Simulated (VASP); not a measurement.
Here is a VASP 6.6.1 calculation.

File INCAR:

```
SYSTEM = PIr2
ALGO = Normal ; EDIFF = 1E-6
ENCUT = 520 ; GGA = PS
ISIF = 2 ; ISMEAR = 0
LASPH = .True. ; LCHARG = .False.
LREAL = .False. ; LWAVE = .False.
NBANDS = 18 ; NELM = 100
PREC = Accurate ; SIGMA = 0.15
```

File KPOINTS:

```
k-points
0
Gamma
  9 9 9
  0 0 0
```

POSCAR

```
PIr2
1.0
    0.0000000000      2.8740454854      2.8740454854
    2.8740454854      0.0000000000      2.8740454854
    2.8740454854      2.8740454854      0.0000000000
P Ir
1 2
Direct
    0.0000000000      0.0000000000      0.0000000000
    0.2500000000      0.2500000000      0.2500000000
    0.7500000000      0.7500000000      0.7500000000
```

Potentials or basis: VASP PAW PBE potentials, release 64 (P, Ir).

Launch:

```bash
$ cat potpaw_PBE.64/P/POTCAR potpaw_PBE.64/Ir/POTCAR > POTCAR
$ mpirun -np 1 vasp_std > vasp.out
```

(1) Estimate the pressure.

## Answers

(1) -25.7 GPa.

Caveat: the PAW data sets were made with another functional, which shifts forces and pressure a little.
